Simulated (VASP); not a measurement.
# Si3O2 (P-4m2) in VASP: single point with PBE

Aim: the single point of Si3O2 with PBE.

Program: VASP 6.6.1. These are calculated values, not measurements. Logs are shortened: lines on timing, memory, paths and dates and some standing lists are left out, and cuts for length are marked.

**1. The cell of the first run**

Symmetry: P-4m2, No. 115, tetragonal system. Conventional cell: a = 2.605 Å, b = 2.605 Å, c = 8.739 Å, α = 90.00°, β = 90.00°, γ = 90.00°. Within 2.7 Å of Si (site symmetry 2mm) lie 4 O at 2.08 Å and 8 Si at 2.60 to 2.67 Å. Si (site symmetry -4m2) has 4 Si at 2.60 Å and 4 O at 2.77 Å within 3.4 Å. Within 2.7 Å of O (site symmetry 2mm) lie 4 Si at 2.08 Å and 4 O at 2.60 Å.

**2. Single point, PBE, collinear spin, ferromagnetic start**

The input, INCAR:

```
  ALGO = Normal
  EDIFF = 1E-6
  ENCUT = 520
  GGA = PE
  ISIF = 2
  ISMEAR = 0
  ISPIN = 2
  LASPH = True
  LCHARG = False
  LORBIT = 11
  LREAL = False
  LWAVE = False
  MAGMOM = 0 0 0 1 1
  NBANDS = 24
  NELM = 150
  PREC = Accurate
  SIGMA = 0.1
```

The input, KPOINTS:

```
k-points
0
Gamma
  6 6 2
```

The input, POSCAR:

```
Si3O2
1.0
    2.6047892419      0.0000000000      0.0000000000
    0.0000000000      2.6047892419      0.0000000000
    0.0000000000      0.0000000000      8.7388573413
Si O
3 2
Direct
    0.0000000000      0.5000000000      0.3897761012
    0.5000000000      0.0000000000      0.6102238988
    0.5000000000      0.5000000000      0.0000000000
    0.5000000000      0.0000000000      0.2801394466
    0.0000000000      0.5000000000      0.7198605534
```

Potentials or basis: VASP PAW PBE potentials, release 64 (Si, O).

On the command line:

```
> cat potpaw_PBE.64/Si/POTCAR potpaw_PBE.64/O/POTCAR > POTCAR
> mpirun -np 1 vasp_std > vasp.out
```

OUTCAR:

```text
EDIFF = 1E-6
   ENCUT = 520
   GGA = PE
   ISIF = 2
   ISMEAR = 0
   ISPIN = 2
   LASPH = True
   LORBIT = 11
   LREAL = False
   NELM = 150
   PREC = Accurate

 ion  position               nearest neighbor table
   1  0.000  0.500  0.390-   4 2.08   4 2.08   4 2.08   4 2.08   2 2.67   2 2.67   2 2.67   2 2.67

   2  0.500  0.000  0.610-   5 2.08   5 2.08   5 2.08   5 2.08   1 2.67   1 2.67   1 2.67   1 2.67

   3  0.500  0.500  0.000-
   4  0.500  0.000  0.280-   1 2.08   1 2.08   1 2.08   1 2.08
   5  0.000  0.500  0.720-   2 2.08   2 2.08   2 2.08   2 2.08

  LATTYP: Found a simple tetragonal cell.
 ALAT       =     2.6047892419
 C/A-ratio  =     3.3549191623

  Lattice vectors:

 A1 = (   2.6047892419,   0.0000000000,   0.0000000000)
 A2 = (   0.0000000000,   2.6047892419,   0.0000000000)
 A3 = (   0.0000000000,   0.0000000000,   8.7388573413)

Analysis of symmetry for initial positions (statically):
=====================================================================
 Subroutine PRICEL returns:
 Original cell was already a primitive cell.

 Routine SETGRP: Setting up the symmetry group for a
 simple tetragonal supercell.

 Subroutine GETGRP returns: Found  8 space group operations
 (whereof  8 operations were pure point group operations)
 out of a pool of 16 trial point group operations.

The static configuration has the point symmetry D_2d.

Analysis of symmetry for dynamics (positions and initial velocities):
=====================================================================
 Subroutine PRICEL returns:
 Original cell was already a primitive cell.

 Routine SETGRP: Setting up the symmetry group for a
 simple tetragonal supercell.

 Subroutine GETGRP returns: Found  8 space group operations
 (whereof  8 operations were pure point group operations)
 out of a pool of 16 trial point group operations.

The dynamic configuration has the point symmetry D_2d.

Analysis of structural, dynamic, and magnetic symmetry:
=====================================================================
 Subroutine PRICEL returns:
 Original cell was already a primitive cell.

 Routine SETGRP: Setting up the symmetry group for a
 simple tetragonal supercell.

 Subroutine GETGRP returns: Found  8 space group operations
 (whereof  8 operations were pure point group operations)
 out of a pool of 16 trial point group operations.

The overall configuration has the point symmetry D_2d.

 Subroutine INISYM returns: Found  8 space group operations
 (whereof  8 operations are pure point group operations),
 and found     1 'primitive' translations

----------------------------------------------------------------------------------------

                                     Primitive cell

  volume of cell :      59.2925

  direct lattice vectors                    reciprocal lattice vectors
     2.604789242  0.000000000  0.000000000     0.383908219  0.000000000  0.000000000
     0.000000000  2.604789242  0.000000000     0.000000000  0.383908219  0.000000000
     0.000000000  0.000000000  8.738857341     0.000000000  0.000000000  0.114431437

  length of vectors
     2.604789242  2.604789242  8.738857341     0.383908219  0.383908219  0.114431437

  position of ions in fractional coordinates (direct lattice)
     0.000000000  0.500000000  0.389776101
     0.500000000  0.000000000  0.610223899
     0.500000000  0.500000000  0.000000000
     0.500000000  0.000000000  0.280139447
     0.000000000  0.500000000  0.719860553

  ion indices of the primitive-cell ions
   primitive index   ion index
                 1           1
                 2           2
                 3           3
                 4           4
                 5           5

----------------------------------------------------------------------------------------

 KPOINTS: k-points

Automatic generation of k-mesh.
 Grid dimensions read from file:
 generate k-points for:    6    6    2

 Generating k-lattice:

  Cartesian coordinates                     Fractional coordinates (reciprocal lattice)
     0.063984703  0.000000000  0.000000000     0.166666667  0.000000000  0.000000000
     0.000000000  0.063984703  0.000000000     0.000000000  0.166666667  0.000000000
     0.000000000  0.000000000  0.057215718     0.000000000  0.000000000  0.500000000

  Length of vectors
     0.063984703  0.063984703  0.057215718

  Shift w.r.t. Gamma in fractional coordinates (k-lattice)
     0.000000000  0.000000000  0.000000000

 Subroutine IBZKPT returns following result:
 ===========================================

 Found     20 irreducible k-points:

 Following reciprocal coordinates:
            Coordinates               Weight
  0.000000  0.000000  0.000000      1.000000
  0.166667  0.000000  0.000000      4.000000
  0.333333  0.000000  0.000000      4.000000
  0.500000  0.000000  0.000000      2.000000
  0.166667  0.166667  0.000000      4.000000
  0.333333  0.166667  0.000000      8.000000
[... 12 lines left out ...]
  0.500000  0.333333  0.500000      4.000000
  0.500000  0.500000  0.500000      1.000000
   k-points           NKPTS =     20   k-points in BZ     NKDIM =     20   number of bands    NBANDS=     24
   number of dos      NEDOS =    301   number of ions     NIONS =      5
   total plane-waves  NPLWV =  28000
   dimension x,y,z NGX =    20 NGY =   20 NGZ =   70
   dimension x,y,z NGXF=    40 NGYF=   40 NGZF=  140
   ions per type =               3   2
   NGX,Y,Z   is equivalent  to a cutoff of  12.76, 12.76, 13.32 a.u.
   NGXF,Y,Z  is equivalent  to a cutoff of  25.53, 25.53, 26.63 a.u.
 SYSTEM =  unknown system
   PREC   = accura    normal or accurate (medium, high low for compatibility)
   ISTART =      0    job   : 0-new  1-cont  2-samecut
   ICHARG =      2    charge: 1-file 2-atom 10-const
   ISPIN  =      2    spin polarized calculation?
   LNONCOLLINEAR =      F non collinear calculations
   LSORBIT =      F    spin-orbit coupling
   LASPH  =      T    aspherical Exc in radial PAW
   ENCUT  =  520.0 eV  38.22 Ry    6.18 a.u.   4.84  4.84 16.25*2*pi/ulx,y,z
   NELM   =    150;   NELMIN=  2; NELMDL= -5     # of ELM steps
   EDIFF  = 0.1E-05   stopping-criterion for ELM
   LREAL  =      F    real-space projection
   EDIFFG = 0.1E-04   stopping-criterion for IOM
   NSW    =      0    number of steps for IOM
   IBRION =     -1    ionic relax: 0-MD 1-quasi-New 2-CG
   NFREE  =      0    steps in history (QN), initial steepest desc. (CG)
   ISIF   =      2    stress and relaxation
   ISYM   =      2    0-nonsym 1-usesym 2-fastsym
   POTIM  = 0.5000    time-step for ionic-motion
   TEBEG  =    0.0;   TEEND  =   0.0 temperature during run
   PSTRESS=    0.0 pullay stress
   NELECT =      24.0000    total number of electrons
   NUPDOWN=      -1.0000    fix difference up-down
   EMIN   =  10.00;   EMAX   =-10.00  energy-range for DOS
   EFERMI =   0.00;   METHOD = LEGACY
   ISMEAR =     0;   SIGMA  =   0.10  broadening in eV -4-tet -1-fermi 0-gaus
   EFERMI_NEDOS =   21; number of points for ismear=-14 and -15
   IALGO  =     38    algorithm
   IMIX   =      4    mixing-type and parameters
     AMIX     =   0.40;   BMIX     =  1.00
     AMIX_MAG =   1.60;   BMIX_MAG =  1.00
  volume/ion in A,a.u.               =      11.86        80.03
  Fermi-wavevector in a.u.,A,eV,Ry     =   1.211003  2.288464 19.953336  1.466529
  Thomas-Fermi vector in A             =   2.346532
   LORBIT       =     11    0 simple, 1 ext, 2 COOP (PROOUT), +10 PAW based schemes
   GGA     = PE    functional components
   LHFCALC =     F    Hartree Fock is set to
   AEXX    =    0.0000 exact exchange contribution
   IVDW    =     0    specifies the selected vdW correction
   LEPSILON=     F    determine dielectric tensor
   LRPA    =     F    only Hartree local field effects (RPA)
 spin polarized calculation
 Gauss-broadening in eV      SIGMA  =   0.10
  energy-cutoff  :      520.00
  volume of cell :       59.29
 maximum number of plane-waves:      1624
 NGX is ok and might be reduce to    20
   NGX =  9   NGY =  9   NGZ = 33

 number of electron      24.0000002 magnetization       0.0006206

 Free energy of the ion-electron system (eV)
  ---------------------------------------------------
  ext. energy  EPLUGINS =         0.00000000
  ---------------------------------------------------
  free energy    TOTEN  =       -27.46074116 eV

  energy without entropy =      -27.45263112  energy(sigma->0) =      -27.45668614

 E-fermi :   8.6395     XC(G=0): -11.1010

 val. band max:        8.5074802725   @ k =   0.5000   0.3333   0.0000
 cond. band min:       8.6489311611   @ k =   0.3333   0.3333   0.0000
 fundamental gap:      0.1414508887
 Fermi energy:         8.6395012621

 spin component 1

 k-point     1 :       0.0000    0.0000    0.0000
  band No.  band energies     occupation
      1     -13.2464      1.00000
      2     -13.0015      1.00000
      3      -4.0002      1.00000
      4      -1.6492      1.00000
      5       0.5922      1.00000
      6       4.2292      1.00000
[... 529 lines left out ...]
     23      17.4315      0.00000
     24      20.7994      0.00000
 Fermi energy:         8.6395012621

 spin component 2

 k-point     1 :       0.0000    0.0000    0.0000
  band No.  band energies     occupation
      1     -13.2464      1.00000
      2     -13.0015      1.00000
      3      -4.0001      1.00000
      4      -1.6486      1.00000
      5       0.5922      1.00000
      6       4.2292      1.00000
[... 529 lines left out ...]
     23      17.4321      0.00000
     24      20.7996      0.00000

------------------------ aborting loop because EDIFF is reached ----------------------------------------

  FORCE on cell =-STRESS in cart. coord.  units (eV):
  Direction    XX          YY          ZZ          XY          YZ          ZX
  --------------------------------------------------------------------------------------
  -------------------------------------------------------------------------------------
  Total       -0.0767529     -0.0767529      0.1922283      0.0000000      0.0000000     -0.0000000
  in kB       -2.0739842     -2.0739842      5.1943120      0.0000000      0.0000000     -0.0000000
  external PRESSURE =       0.3487812 kB  Pullay stress =       0.0000000 kB

 VOLUME and BASIS-vectors are now :
 -----------------------------------------------------------------------------
  energy-cutoff  :      520.00
  volume of cell :       59.29
      direct lattice vectors                 reciprocal lattice vectors
     2.604789242  0.000000000  0.000000000     0.383908219  0.000000000  0.000000000
     0.000000000  2.604789242  0.000000000     0.000000000  0.383908219  0.000000000
     0.000000000  0.000000000  8.738857341     0.000000000  0.000000000  0.114431437

 POSITION                                       TOTAL-FORCE (eV/Angst)
 -----------------------------------------------------------------------------------
      0.00000      1.30239      3.40620         0.000000     -0.000000     -0.006360
      1.30239      0.00000      5.33266         0.000000     -0.000000      0.006360
      1.30239      1.30239      0.00000         0.000000     -0.000000      0.000000
      1.30239      0.00000      2.44810         0.000000      0.000000     -0.012794
      0.00000      1.30239      6.29076         0.000000      0.000000      0.012794
 -----------------------------------------------------------------------------------
    total drift:                                0.000000      0.000000      0.000000

  FREE ENERGIE OF THE ION-ELECTRON SYSTEM (eV)
  ---------------------------------------------------
  free  energy   TOTEN  =       -27.4607411560 eV

  energy  without entropy=      -27.4526311236  energy(sigma->0) =      -27.45668614

 total charge

# of ion       s       p       d       tot
------------------------------------------
    1        0.810   0.660   0.000   1.470
    2        0.810   0.660   0.000   1.470
    3        0.881   0.649   0.000   1.530
    4        1.592   3.364   0.000   4.956
    5        1.592   3.364   0.000   4.956
--------------------------------------------------
tot          5.686   8.697   0.000  14.383

 magnetization (x)

# of ion       s       p       d       tot
------------------------------------------
    1        0.000   0.000   0.000   0.000
    2        0.000   0.000   0.000   0.000
    3       -0.000   0.000   0.000   0.000
    4       -0.000  -0.000   0.000  -0.000
    5       -0.000  -0.000   0.000  -0.000
--------------------------------------------------
tot          0.000   0.000   0.000   0.000
```

It took 64 s on 1 thread of Intel Xeon Platinum 8259CL at 2.50GHz (Skylake/Cascade Lake), shared host; peak memory 0.2 GiB.

Results:

```
Free energy                                           : -27.4607 eV
Pressure                                              : 0.0 GPa
Largest force                                         : 0.013 eV/Å
Band gap on the k mesh                                : zero (filled and empty bands overlap)
Net moment                                            : 0.00 μB per cell
Valence electrons inside the program's atomic spheres : Si 1.47, 1.53; O 4.96
```

Forces in eV/Å, atoms in the order of the input:
```
Si   0.000  0.000 -0.006
Si   0.000  0.000  0.006
Si   0.000  0.000  0.000
O    0.000  0.000 -0.013
O    0.000  0.000  0.013
```

Stress tensor (GPa, compression positive):
```
-0.21  0.00  0.00
 0.00 -0.21  0.00
 0.00  0.00  0.52
```

Levels at points of the mesh, in eV from the Fermi level:
Spin up:
```tsv
k point	band 9	band 10	band 11	band 12	band 13	band 14	band 15	band 16
(0.00, 0.00, 0.00)	-4.32	-3.58	-2.60	0.83	1.26	4.97	5.74	6.45
(0.50, 0.00, 0.00)	-3.71	-3.64	-3.60	-3.35	2.25	3.03	3.05	5.47
(0.50, 0.50, 0.00)	-2.71	-2.71	-1.97	-1.57	-0.64	-0.64	-0.33	2.12
(0.00, 0.00, 0.50)	-4.32	-4.32	-0.97	-0.39	1.84	4.98	5.70	6.47
(0.50, 0.00, 0.50)	-3.64	-3.60	-2.98	-2.70	1.14	2.59	3.90	5.56
(0.50, 0.50, 0.50)	-2.54	-2.54	-1.67	-1.55	-0.97	-0.97	-0.83	2.45
```
Spin down:
| k point | band 9 | band 10 | band 11 | band 12 | band 13 | band 14 | band 15 | band 16 |
| --- | --- | --- | --- | --- | --- | --- | --- | --- |
| (0.00, 0.00, 0.00) | -4.32 | -3.58 | -2.60 | 0.83 | 1.26 | 4.97 | 5.74 | 6.45 |
| (0.50, 0.00, 0.00) | -3.71 | -3.64 | -3.60 | -3.35 | 2.25 | 3.03 | 3.05 | 5.47 |
| (0.50, 0.50, 0.00) | -2.71 | -2.71 | -1.97 | -1.57 | -0.64 | -0.64 | -0.33 | 2.12 |
| (0.00, 0.00, 0.50) | -4.32 | -4.32 | -0.97 | -0.39 | 1.84 | 4.98 | 5.70 | 6.47 |
| (0.50, 0.00, 0.50) | -3.64 | -3.60 | -2.98 | -2.70 | 1.14 | 2.59 | 3.90 | 5.56 |
| (0.50, 0.50, 0.50) | -2.54 | -2.54 | -1.67 | -1.55 | -0.97 | -0.97 | -0.83 | 2.45 |

Caveat: the k points lie up to 0.40 Å⁻¹ apart.
